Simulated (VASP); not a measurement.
Write the native input for VASP 6.6.1 that does the following.

```yaml
Task: single point
Functional: PBE
Potentials_or_basis: VASP PAW PBE potentials, release 64 (Ru_pv)
Cutoff: 520 eV
k_mesh: 14 × 14 × 1
Occupations: fermi-dirac, width 0.08 eV
Spin: no spin polarisation
Dipole_correction: yes
Further_INCAR_settings: ALGO = Normal; EDIFF = 1e-07; NBANDS = 51
```

The structure of Ru lies in POSCAR:

```
Ru
1.0
    2.7207384562      0.0000000000      0.0000000000
   -1.3603692281      2.3562286201      0.0000000000
    0.0000000000      0.0000000000     26.7401000000
Ru
6
Direct
    0.8333333330      0.1666666670      0.2991752661
    0.1666666670      0.8333333330      0.3795051597
    0.8333333330      0.1666666670      0.4598350532
    0.1666666670      0.8333333330      0.5401649468
    0.8333333330      0.1666666670      0.6204948403
    0.1666666670      0.8333333330      0.7008247339
```

The input as run:

INCAR

```
PREC     = Accurate       # precision mode
ENCUT    = 520            # plane-wave cutoff, eV
EDIFF    = 1E-7           # SCF threshold, eV
ISMEAR   = -1             # smearing method
SIGMA    = 0.08           # smearing width, eV
LREAL    = False          # projectors in reciprocal space
LASPH    = True           # aspherical terms in the spheres
NELM     = 100            # most SCF steps
ALGO     = Normal         # electronic algorithm
ISIF     = 2              # what is computed and relaxed
LWAVE    = False          # write WAVECAR
LCHARG   = False          # write CHGCAR
LDIPOL   = True         
IDIPOL   = 3            
DIPOL    = 0.5 0.5 0.500
GGA      = PE             # functional
NBANDS   = 51             # bands
```

KPOINTS

```
regular mesh
0
Gamma
  14 14 1
```

Potentials or basis: VASP PAW PBE potentials, release 64 (Ru_pv).

Run with:

```bash
$ cat potpaw_PBE.64/Ru_pv/POTCAR > POTCAR
$ mpirun -np 1 vasp_std > vasp.out
```

Results of the run:

```json
{
  "Largest force": "0.792 eV/Å",
  "Band gap on the k mesh": "zero (bands 42 and 43 overlap by 2.48 eV)"
}
```

Wall time 19 min on 1 thread of Intel Xeon 8259CL (shared host), peak memory 0.35 GiB.
